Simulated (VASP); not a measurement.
A run of VASP 6.6.1 is set up as follows.

Contents of INCAR:

```
  ALGO = Normal
  EDIFF = 1E-6
  ENCUT = 840
  GGA = CA
  GGA_COMPAT = False
  ISIF = 2
  ISMEAR = 0
  LASPH = True
  LCHARG = False
  LREAL = False
  LWAVE = False
  NBANDS = 15
  NELM = 120
  PREC = Accurate
  SIGMA = 0.01
```

Contents of KPOINTS:

```
k-points
0
Gamma
  8 8 8
```

POSCAR

```
MgO
1.0
    0.0000000000      2.0803270553      2.0803270553
    2.0803270553      0.0000000000      2.0803270553
    2.0803270553      2.0803270553      0.0000000000
Mg O
1 1
Direct
    0.0000000000      0.0000000000      0.0000000000
    0.5000000000      0.5000000000      0.5000000000
```

Potentials or basis: VASP PAW LDA potentials, release 64 (Mg_sv, O).

Run with:

```sh
$ cat potpaw_LDA.64/Mg_sv/POTCAR potpaw_LDA.64/O/POTCAR > POTCAR
$ mpirun -np 1 vasp_std > vasp.out
```

(1) Predict the band gap on the k mesh.

(2) Estimate the pressure.

Answers

(1) 5.03 eV.

(2) 0.4 GPa.
